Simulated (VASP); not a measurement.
# Al2BAs3 (P3m1) in VASP: further runs

Runs on Al2BAs3. Level: PBE. Tasks: single point, relaxation of cell and atoms.

All numbers are computed with VASP 6.6.1; they aren't measurements. Logs are shortened: lines on timing, memory, paths and dates and some standing lists are left out, and cuts for length are marked.

## Step 1: The cell of the first run

The structure is trigonal, space group P3m1 (No. 156). The conventional cell has a = 3.735 Å, b = 3.735 Å, c = 9.150 Å, α = 90.00°, β = 90.00°, γ = 120.00°. Within 3.0 Å of Al (site symmetry 3m) lie 4 As at 2.29 Å. Al (site symmetry 3m) has 4 As at 2.29 Å within 3.0 Å. Within 3.0 Å of B (site symmetry 3m) lie 4 As at 2.29 Å. Within 3.0 Å of As (site symmetry 3m) lie 4 Al at 2.29 Å. Within 3.0 Å of As (site symmetry 3m) lie 1 Al at 2.29 Å and 3 B at 2.29 Å. As (site symmetry 3m) has 3 Al at 2.29 Å and 1 B at 2.29 Å within 3.0 Å.

## Step 2: Single point, PBE

INCAR reads:

```
  PREC = Accurate
  ENCUT = 520
  EDIFF = 1E-6
  ISMEAR = 0
  SIGMA = 0.1
  LREAL = False
  LASPH = True
  NELM = 60
  ALGO = Normal
  ISIF = 2
  LWAVE = False
  LCHARG = False
  GGA = PE
  NBANDS = 21
```

KPOINTS reads:

```
Automatic mesh
0
Gamma
  6 6 2
```

POSCAR reads:

```
Al2BAs3
1.0
    3.7354323600      0.0000000000      0.0000000000
   -1.8677161800      3.2349793200      0.0000000000
    0.0000000000      0.0000000000      9.1499032500
Al B As
2 1 3
Direct
    0.0000000000      0.0000000000      0.0000000000
    0.6666666700      0.3333333300      0.3333333300
    0.3333333300      0.6666666700      0.6666666700
    0.0000000000      0.0000000000      0.2500000000
    0.6666666700      0.3333333300      0.5833333300
    0.3333333300      0.6666666700      0.9166666700
```

Potentials or basis: VASP PAW PBE potentials, release 64 (Al, B, As).

Started as:

```sh
> cat potpaw_PBE.64/Al/POTCAR potpaw_PBE.64/B/POTCAR potpaw_PBE.64/As/POTCAR > POTCAR
> mpirun -np 1 vasp_std > vasp.out
```

OUTCAR:

```text
PREC = Accurate
   ENCUT = 520
   EDIFF = 1E-6
   ISMEAR = 0
   LREAL = False
   LASPH = True
   NELM = 60
   ISIF = 2
   GGA = PE

 ion  position               nearest neighbor table
   1  0.000  0.000  0.000-   6 2.29   4 2.29   6 2.29   6 2.29
   2  0.667  0.333  0.333-   4 2.29   5 2.29   4 2.29   4 2.29
   3  0.333  0.667  0.667-   6 2.29   5 2.29   5 2.29   5 2.29
   4  0.000  0.000  0.250-   2 2.29   1 2.29   2 2.29   2 2.29
   5  0.667  0.333  0.583-   2 2.29   3 2.29   3 2.29   3 2.29
   6  0.333  0.667  0.917-   1 2.29   3 2.29   1 2.29   1 2.29

  LATTYP: Found a hexagonal cell.
 ALAT       =     3.7354323600
 C/A-ratio  =     2.4494897426

  Lattice vectors:

 A1 = (   3.7354323600,   0.0000000000,   0.0000000000)
 A2 = (  -1.8677161800,   3.2349793200,   0.0000000000)
 A3 = (   0.0000000000,   0.0000000000,   9.1499032500)

Analysis of symmetry for initial positions (statically):
=====================================================================
 Subroutine PRICEL returns:
 Original cell was already a primitive cell.

 Routine SETGRP: Setting up the symmetry group for a
 hexagonal supercell.

 Subroutine GETGRP returns: Found  6 space group operations
 (whereof  6 operations were pure point group operations)
 out of a pool of 24 trial point group operations.

The static configuration has the point symmetry C_3v.

Analysis of symmetry for dynamics (positions and initial velocities):
=====================================================================
 Subroutine PRICEL returns:
 Original cell was already a primitive cell.

 Routine SETGRP: Setting up the symmetry group for a
 hexagonal supercell.

 Subroutine GETGRP returns: Found  6 space group operations
 (whereof  6 operations were pure point group operations)
 out of a pool of 24 trial point group operations.

The dynamic configuration has the point symmetry C_3v.

 Subroutine INISYM returns: Found  6 space group operations
 (whereof  6 operations are pure point group operations),
 and found     1 'primitive' translations

----------------------------------------------------------------------------------------

                                     Primitive cell

  volume of cell :     110.5679

  direct lattice vectors                    reciprocal lattice vectors
     3.735432360  0.000000000  0.000000000     0.267706628  0.154560493  0.000000000
    -1.867716180  3.234979320  0.000000000     0.000000000  0.309120987  0.000000000
     0.000000000  0.000000000  9.149903250     0.000000000  0.000000000  0.109290773

  length of vectors
     3.735432360  3.735432362  9.149903250     0.309120987  0.309120987  0.109290773

  position of ions in fractional coordinates (direct lattice)
     0.000000000  0.000000000  0.000000000
     0.666666670  0.333333330  0.333333330
     0.333333330  0.666666670  0.666666670
     0.000000000  0.000000000  0.250000000
     0.666666670  0.333333330  0.583333330
     0.333333330  0.666666670  0.916666670

  ion indices of the primitive-cell ions
   primitive index   ion index
                 1           1
                 2           2
                 3           3
                 4           4
                 5           5
                 6           6

----------------------------------------------------------------------------------------

 KPOINTS: Automatic mesh

Automatic generation of k-mesh.
 Grid dimensions read from file:
 generate k-points for:    6    6    2

 Generating k-lattice:

  Cartesian coordinates                     Fractional coordinates (reciprocal lattice)
     0.044617771  0.025760082  0.000000000     0.166666667  0.000000000  0.000000000
     0.000000000  0.051520164  0.000000000     0.000000000  0.166666667  0.000000000
     0.000000000  0.000000000  0.054645387     0.000000000  0.000000000  0.500000000

  Length of vectors
     0.051520165  0.051520164  0.054645387

  Shift w.r.t. Gamma in fractional coordinates (k-lattice)
     0.000000000  0.000000000  0.000000000

 Subroutine IBZKPT returns following result:
 ===========================================

 Found     14 irreducible k-points:

 Following reciprocal coordinates:
            Coordinates               Weight
  0.000000  0.000000  0.000000      1.000000
  0.166667 -0.000000  0.000000      6.000000
  0.333333 -0.000000  0.000000      6.000000
  0.500000 -0.000000  0.000000      3.000000
  0.166667  0.166667  0.000000      6.000000
  0.333333  0.166667  0.000000     12.000000
  0.333333  0.333333  0.000000      2.000000
  0.000000  0.000000  0.500000      1.000000
  0.166667 -0.000000  0.500000      6.000000
  0.333333 -0.000000  0.500000      6.000000
  0.500000 -0.000000  0.500000      3.000000
  0.166667  0.166667  0.500000      6.000000
  0.333333  0.166667  0.500000     12.000000
  0.333333  0.333333  0.500000      2.000000
   k-points           NKPTS =     14   k-points in BZ     NKDIM =     14   number of bands    NBANDS=     21
[... 99 lines left out ...]
      1      -7.0652      2.00000
      2      -6.1038      2.00000
      3      -5.8792      2.00000
      4      -1.1131      2.00000
      5      -0.6307      2.00000
      6       0.2786      2.00000
[... 13 lines left out ...]
     20      11.4859      0.00000
     21      11.5016      0.00000

 k-point     4 :       0.5000   -0.0000    0.0000
  band No.  band energies     occupation
      1      -6.2644      2.00000
      2      -5.9566      2.00000
      3      -5.3817      2.00000
      4      -1.7735      2.00000
      5      -1.3379      2.00000
      6      -1.1151      2.00000
[... 13 lines left out ...]
     20      11.3884      0.00000
     21      12.0015      0.00000

 k-point     5 :       0.1667    0.1667    0.0000
  band No.  band energies     occupation
      1      -7.3233      2.00000
      2      -6.2515      2.00000
      3      -6.0875      2.00000
      4      -0.7245      2.00000
      5      -0.2243      2.00000
      6       1.0638      2.00000
[... 13 lines left out ...]
     20      10.2650      0.00000
     21      10.6495      0.00000

 k-point     6 :       0.3333    0.1667    0.0000
  band No.  band energies     occupation
      1      -6.4033      2.00000
      2      -5.7858      2.00000
      3      -5.4800      2.00000
      4      -1.5506      2.00000
      5      -1.0364      2.00000
      6      -0.5383      2.00000
[... 13 lines left out ...]
     20      11.5223      0.00000
     21      12.6454      0.00000

 k-point     7 :       0.3333    0.3333    0.0000
  band No.  band energies     occupation
      1      -5.9043      2.00000
      2      -5.5475      2.00000
      3      -5.4452      2.00000
      4      -1.5836      2.00000
      5      -0.9040      2.00000
      6      -0.6662      2.00000
[... 13 lines left out ...]
     20      12.1004      0.00000
     21      12.9541      0.00000
[... 51 lines left out ...]
      1      -6.9096      2.00000
      2      -6.5790      2.00000
      3      -5.5048      2.00000
      4      -1.2793      2.00000
      5      -0.5485      2.00000
      6       0.4188      2.00000
[... 13 lines left out ...]
     20      12.3187      0.00000
     21      12.4825      0.00000

 k-point    11 :       0.5000   -0.0000    0.5000
  band No.  band energies     occupation
      1      -6.3043      2.00000
      2      -5.7615      2.00000
      3      -5.5732      2.00000
      4      -1.8212      2.00000
      5      -1.2463      2.00000
      6      -0.8025      2.00000
[... 13 lines left out ...]
     20      12.8000      0.00000
     21      12.9132      0.00000

 k-point    12 :       0.1667    0.1667    0.5000
  band No.  band energies     occupation
      1      -7.1469      2.00000
      2      -6.8228      2.00000
      3      -5.6109      2.00000
      4      -1.2329      2.00000
      5       0.3969      2.00000
      6       0.6498      2.00000
[... 13 lines left out ...]
     20      10.6991      0.00000
     21      11.0390      0.00000

 k-point    13 :       0.3333    0.1667    0.5000
  band No.  band energies     occupation
      1      -6.3275      2.00000
      2      -5.9726      2.00000
      3      -5.3699      2.00000
      4      -1.5068      2.00000
      5      -1.0527      2.00000
      6      -0.4849      2.00000
[... 13 lines left out ...]
     20      11.1925      0.00000
     21      12.0896      0.00000

 k-point    14 :       0.3333    0.3333    0.5000
  band No.  band energies     occupation
      1      -5.9033      2.00000
      2      -5.5458      2.00000
      3      -5.4436      2.00000
      4      -1.6605      2.00000
      5      -1.0209      2.00000
      6      -0.8007      2.00000
[... 13 lines left out ...]
     20      11.6207      0.00000
     21      12.5498      0.00000

------------------------ aborting loop because EDIFF is reached ----------------------------------------

  FORCE on cell =-STRESS in cart. coord.  units (eV):
  Direction    XX          YY          ZZ          XY          YZ          ZX
  --------------------------------------------------------------------------------------
  -------------------------------------------------------------------------------------
  Total        8.3934454      8.3934454      8.3797049     -0.0000000     -0.0000000      0.0000000
  in kB      121.6247513    121.6247514    121.4256455     -0.0000000     -0.0000000      0.0000000
  external PRESSURE =     121.5583827 kB  Pullay stress =       0.0000000 kB

 VOLUME and BASIS-vectors are now :
 -----------------------------------------------------------------------------
  energy-cutoff  :      520.00
  volume of cell :      110.57
      direct lattice vectors                 reciprocal lattice vectors
     3.735432360  0.000000000  0.000000000     0.267706628  0.154560493  0.000000000
    -1.867716180  3.234979320  0.000000000     0.000000000  0.309120987  0.000000000
     0.000000000  0.000000000  9.149903250     0.000000000  0.000000000  0.109290773

 POSITION                                       TOTAL-FORCE (eV/Angst)
 -----------------------------------------------------------------------------------
      0.00000      0.00000      0.00000        -0.000000      0.000000     -0.422553
      1.86772      1.07833      3.04997        -0.000000      0.000000     -0.083523
     -0.00000      2.15665      6.09994         0.000000     -0.000000      0.175758
      0.00000      0.00000      2.28748        -0.000000      0.000000      0.131636
      1.86772      1.07833      5.33744         0.000000      0.000000      3.187341
     -0.00000      2.15665      8.38741         0.000000     -0.000000     -2.988660
 -----------------------------------------------------------------------------------
    total drift:                                0.000002     -0.000002      0.000029

  FREE ENERGIE OF THE ION-ELECTRON SYSTEM (eV)
  ---------------------------------------------------
  free  energy   TOTEN  =       -27.8823846779 eV

  energy  without entropy=      -27.8823846779  energy(sigma->0) =      -27.88238468
```

Wall time 16 s (1 thread of Intel Xeon 6975P-C (Granite Rapids), shared host); peak memory 0.22 GiB.

Results:

- Free energy: -27.8824 eV
- Pressure: 12.2 GPa
- Largest force: 3.187 eV/Å
- Band gap on the k mesh: 1.10 eV (least direct gap 1.44 eV)

Forces in eV/Å, atoms in the order of the input:
```
Al   0.000  0.000 -0.423
Al   0.000  0.000 -0.084
B    0.000  0.000  0.176
As   0.000  0.000  0.132
As   0.000  0.000  3.187
As   0.000  0.000 -2.989
```

Caveat: the cell stands under pressure; forces of over 1 eV/Å act on the atoms, so gaps and moduli don't describe the material at rest.

## Step 3: Single point, PBE

This run uses another cell than the first one, of 20.33 Å³/atom.

INCAR reads:

```
SYSTEM = Al2BAs3
PREC     = Accurate       ! precision mode
ENCUT    = 520            ! plane-wave cutoff, eV
EDIFF    = 1E-7           ! SCF threshold, eV
ISMEAR   = 0              ! smearing method
SIGMA    = 0.1            ! smearing width, eV
LREAL    = .False.        ! projectors in reciprocal space
LASPH    = .True.         ! aspherical terms in the spheres
NELM     = 100            ! most SCF steps
ALGO     = Normal         ! electronic algorithm
ISIF     = 2              ! what is computed and relaxed
LWAVE    = .False.        ! write WAVECAR
LCHARG   = .True.         ! write CHGCAR
GGA      = PE             ! functional
LELF     = .True.         ! ELF
LVHAR    = .True.       
NBANDS   = 21             ! bands
```

KPOINTS reads:

```
regular mesh
0
Gamma
  6 6 2
  0 0 0
```

POSCAR reads:

```
Al2BAs3
1.0
    3.8409983817      0.0000000000      0.0000000000
   -1.9204991909      3.3264021745      0.0000000000
    0.0000000000      0.0000000000      9.5459987553
Al B As
2 1 3
Direct
    0.0000000000      0.0000000000     -0.0105760141
    0.6666666667      0.3333333333      0.3446984080
    0.3333333333      0.6666666667      0.6731324518
    0.0000000000      0.0000000000      0.2465427585
    0.6666666667      0.3333333333      0.6048457092
    0.3333333333      0.6666666667      0.8913566866
```

Potentials or basis: VASP PAW PBE potentials, release 64 (Al, B, As).

Started as:

```sh
> cat potpaw_PBE.64/Al/POTCAR potpaw_PBE.64/B/POTCAR potpaw_PBE.64/As/POTCAR > POTCAR
> mpirun -np 1 vasp_std > vasp.out
```

Run time: 21 s. Hardware: 1 thread of Intel Xeon 6975P-C (Granite Rapids), shared host; peak memory 0.24 GiB.

The run converged. Its results:

* Free energy: -28.9683 eV
* Pressure: 0.3 GPa
* Largest force: 0.039 eV/Å
* Band gap on the k mesh: 0.33 eV

Forces on the atoms (eV/Å):
```
Al   0.000  0.000 -0.007
Al   0.000  0.000  0.008
B    0.000  0.000 -0.039
As   0.000  0.000  0.013
As   0.000  0.000 -0.002
As   0.000  0.000  0.028
```

Stress tensor (GPa, compression positive):
```
0.23 0.00 0.00
0.00 0.23 0.00
0.00 0.00 0.40
```

Levels at points of the mesh, in eV from the valence-band top:
```csv
k point,band 9,band 10,band 11,band 12,band 13,band 14,band 15,band 16
"(0.00, 0.00, 0.00)",-0.61,-0.47,0.00,0.00,0.33,2.38,2.78,3.13
"(0.50, 0.00, 0.00)",-2.84,-2.53,-1.75,-1.36,1.00,1.43,2.49,2.97
"(0.00, 0.00, 0.50)",-0.47,-0.47,-0.17,-0.17,0.50,2.76,3.24,3.26
"(0.50, 0.00, 0.50)",-3.05,-2.02,-1.44,-1.07,1.08,1.87,2.05,3.06
```

A k mesh can miss the band edges.

## Step 4: Relaxation of cell and atoms, PBE

INCAR reads:

```
ALGO = Normal ; EDIFF = 1E-6
EDIFFG = -0.04 ; ENCUT = 600
GGA = PE ; IBRION = 2
ISIF = 3 ; ISMEAR = 0
LASPH = T ; LCHARG = F
LREAL = F ; LWAVE = F
NELM = 100 ; NSW = 90
PREC = Accurate ; SIGMA = 0.1
```

KPOINTS reads:

```
k-points
0
Gamma
  6 6 2
```

POSCAR reads:

```
Al2BAs3
1.0
    3.7354323600      0.0000000000      0.0000000000
   -1.8677161800      3.2349793200      0.0000000000
    0.0000000000      0.0000000000      9.1499032500
Al B As
2 1 3
Direct
    0.0000000000      0.0000000000      0.0000000000
    0.6666666700      0.3333333300      0.3333333300
    0.3333333300      0.6666666700      0.6666666700
    0.0000000000      0.0000000000      0.2500000000
    0.6666666700      0.3333333300      0.5833333300
    0.3333333300      0.6666666700      0.9166666700
```

Started as:

```sh
> cat potpaw_PBE.64/Al/POTCAR potpaw_PBE.64/B/POTCAR potpaw_PBE.64/As/POTCAR > POTCAR
> mpirun -np 1 vasp_std > vasp.out
```

Run time: 1.8 min. Hardware: 1 thread of Intel Xeon 6975P-C (Granite Rapids), shared host; peak memory 0.28 GiB.

Results (log left out):

| Property | Result |
| --- | --- |
| Free energy | -28.9687 eV |
| Relaxed volume | 20.39 Å³/atom |
| Relaxed cell | a = 3.845 Å, b = 3.845 Å, c = 9.554 Å, α = 90.00°, β = 90.00°, γ = 120.00° |
| Space group after relaxing (to 0.1 Å) | P3m1 (No. 156) |
| Energy gained by relaxing | 180.9 meV/atom |
| Ionic steps | 11 |
| Pressure after relaxing | 0.0 GPa |
| Largest force after relaxing | 0.013 eV/Å |
| Band gap on the k mesh | 0.31 eV |

Forces on the atoms (eV/Å):
```
Al   0.000  0.000  0.009
Al   0.000  0.000 -0.013
B    0.000  0.000  0.001
As   0.000  0.000 -0.007
As   0.000  0.000 -0.002
As   0.000  0.000  0.010
```

Stress tensor (GPa, compression positive):
```
-0.01  0.00  0.00
 0.00 -0.01  0.00
 0.00  0.00  0.12
```

The path:
```
step  energy change (eV)  largest force (eV/Å)  pressure (GPa)  volume (Å³)
   1              0.0000                3.1877           12.15       110.57
   2             -0.7038                0.8716           -5.69       134.48
   3             -0.8410                1.2489           -1.97       126.65
   4             -0.9999                0.5978           -1.02       124.50
   5             -1.0478                0.4912            0.22       122.59
   6             -1.0483                0.4983            0.06       122.79
   7             -1.0807                0.2778            0.13       122.38
   8             -1.0811                0.2868            0.14       122.33
   9             -1.0852                0.0846           -0.13       122.61
  10             -1.0853                0.0606           -0.10       122.57
  11             -1.0857                0.0125            0.03       122.35
```

Final structure:
```
Al B As
1.0
     3.84545    0.00000    0.00000
    -1.92272    3.33025    0.00000
     0.00000    0.00000    9.55374
Al B As
2 1 3
Cartesian
  0.0000 0.0000 9.4517
  1.9227 1.1101 3.2947
  0.0000 2.2202 6.4284
  0.0000 0.0000 2.3581
  1.9227 1.1101 5.7780
  0.0000 2.2202 8.5156
```

Levels at points of the mesh, in eV from the valence-band top:
```
           k point  band 9  band 10  band 11  band 12  band 13  band 14  band 15  band 16
(0.00, 0.00, 0.00)   -0.60    -0.46     0.00     0.00     0.31     2.36     2.78     3.13
(0.50, 0.00, 0.00)   -2.82    -2.52    -1.74    -1.36     1.01     1.43     2.49     2.97
(0.00, 0.00, 0.50)   -0.47    -0.47    -0.17    -0.17     0.48     2.75     3.23     3.26
(0.50, 0.00, 0.50)   -3.04    -2.01    -1.43    -1.07     1.08     1.88     2.06     3.06
```

A k mesh can miss the band edges.

## Step 5: Overview

```tsv
task	cell	cutoff (eV)	gap on the mesh (eV)	pressure (GPa)	largest force (eV/Å)
single point	a = 3.735, b = 3.735, c = 9.150 Å, angles 90.0, 90.0, 120.0°, 6 atoms, atomic positions A	520	1.10	12.2	3.19
single point	a = 3.841, b = 3.841, c = 9.546 Å, angles 90.0, 90.0, 120.0°, 6 atoms, atomic positions B	520	0.33	0.3	0.04
relaxation of cell and atoms	relaxed from a = 3.735, b = 3.735, c = 9.150 Å, angles 90.0, 90.0, 120.0°, 6 atoms, atomic positions A	600	0.31	0.0	0.01
```

Alike in all rows: level PBE; potentials or basis VASP PAW PBE potentials, release 64 (Al, B, As); no spin polarisation; k mesh 6 × 6 × 2; smearing gaussian 0.1 eV.

Caveats: the cell stands under pressure (at least some runs); forces of over 1 eV/Å act on the atoms, so gaps and moduli don't describe the material at rest (at least some runs).

Total energies depend on the potentials used, so only differences within one code and one set of settings carry meaning.
